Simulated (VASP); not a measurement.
Set up this calculation in VASP 6.6.1, as the native input.

| Property | Result |
| --- | --- |
| Task | single point |
| Functional | r2SCAN |
| Potentials or basis | VASP PAW PBE potentials, release 64 (Ti_sv) |
| Cutoff | 520 eV |
| k mesh | 8 × 8 × 11 |
| Occupations | methfessel-paxton, width 0.05 eV |
| Spin | no spin polarisation |
| Dipole correction | no |
| Further INCAR settings | ALGO = Normal; EDIFF = 1e-06; NBANDS = 25 |

The system is Ti.

```
CELL_PARAMETERS angstrom
4.21752 0.00000 0.00000
-2.10876 3.65248 0.00000
0.00000 0.00000 2.63292
ATOMIC_POSITIONS crystal
Ti 0.00000 0.00000 0.00000
Ti 0.33333 0.66667 0.50000
Ti 0.66667 0.33333 0.50000
```

This isn't the form of Ti at room conditions, which is hcp.

The input as run:

POSCAR

```
Ti
1.0
    4.2175209200      0.0000000000      0.0000000000
   -2.1087604600      3.6524802577      0.0000000000
    0.0000000000      0.0000000000      2.6329163161
Ti
3
Direct
    0.0000000000      0.0000000000      0.0000000000
    0.3333333333      0.6666666667      0.5000000000
    0.6666666667      0.3333333333      0.5000000000
```

INCAR.step1

```
PREC = Accurate
ENCUT = 520
ISMEAR = 1
SIGMA = 0.05
LREAL = False
LASPH = True
NELM = 60
NBANDS = 25
GGA = PE
ALGO = Normal
EDIFF = 1E-4
LWAVE = True
LCHARG = False
```

INCAR.step2

```
PREC = Accurate
ENCUT = 520
EDIFF = 1E-6
ISMEAR = 1
SIGMA = 0.05
LREAL = False
LASPH = True
NELM = 60
ALGO = Normal
ISIF = 2
LWAVE = False
LCHARG = False
METAGGA = R2SCAN
LMIXTAU = True
NBANDS = 25
ISTART = 1
```

KPOINTS

```
regular mesh
0
Gamma
  8 8 11
```

Potentials or basis: VASP PAW PBE potentials, release 64 (Ti_sv).

The run is started by

```sh
$ cat potpaw_PBE.64/Ti_sv/POTCAR > POTCAR
$ cp INCAR.step1 INCAR
$ mpirun -np 1 vasp_std > vasp.out
$ cp INCAR.step2 INCAR
$ mpirun -np 1 vasp_std > vasp.out
```

Results of the run:

```
Pressure               : 40.9 GPa
Band gap on the k mesh : zero (bands 18 and 19 overlap by 0.64 eV)
```

Caveat: the cell stands under pressure; the PAW data sets were made with another functional, which shifts forces and pressure a little.

Wall time 86 s on 1 thread of Intel(R) Xeon(R) 6975P-C (Granite Rapids), with other jobs on the host, peak memory 0.18 GiB.
